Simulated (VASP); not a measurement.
Wanted: the native input for a VASP 6.6.1 run.

```
Task                   : single point
Functional             : PBE
Potentials or basis    : VASP PAW PBE potentials, release 64 (Gd)
Cutoff                 : 520 eV
k mesh                 : 11 × 11 × 11
Occupations            : fermi-dirac, width 0.03 eV
Spin                   : collinear spin, ferromagnetic start
Starting moments       : [7.0] μB
Dipole correction      : no
Further INCAR settings : ALGO = Normal; EDIFF = 1e-06; NBANDS = 19
```

The structure of Gd lies in POSCAR:

```
Gd
1.0
   -2.0516477927      2.0516477927      2.0516477927
    2.0516477927     -2.0516477927      2.0516477927
    2.0516477927      2.0516477927     -2.0516477927
Gd
1
Direct
    0.0000000000      0.0000000000      0.0000000000
```

This cell differs from its parent crystal: volume scaled by 1.04.

The input as run:

INCAR

```
ALGO = Normal
EDIFF = 1E-6
ENCUT = 520
GGA = PE
ISIF = 2
ISMEAR = -1
ISPIN = 2
LASPH = True
LCHARG = False
LMAXMIX = 6
LORBIT = 11
LREAL = False
LWAVE = False
MAGMOM = 7
NBANDS = 19
NELM = 150
PREC = Accurate
SIGMA = 0.03
```

KPOINTS

```
k-points
0
Gamma
  11 11 11
```

Potentials or basis: VASP PAW PBE potentials, release 64 (Gd).

Launch:

```console
$ cat potpaw_PBE.64/Gd/POTCAR > POTCAR
$ mpirun -np 1 vasp_std > vasp.out
```

Results of the run:

The pressure is -1.3 GPa. The net moment is 7.66 μB per cell. The site moments are Gd +7.01 μB and the valence electrons inside the program's atomic spheres are Gd 15.18.

Wall time 72 s on 1 thread of Intel(R) Xeon(R) 6975P-C (Granite Rapids) (shared host), peak memory 0.22 GiB.
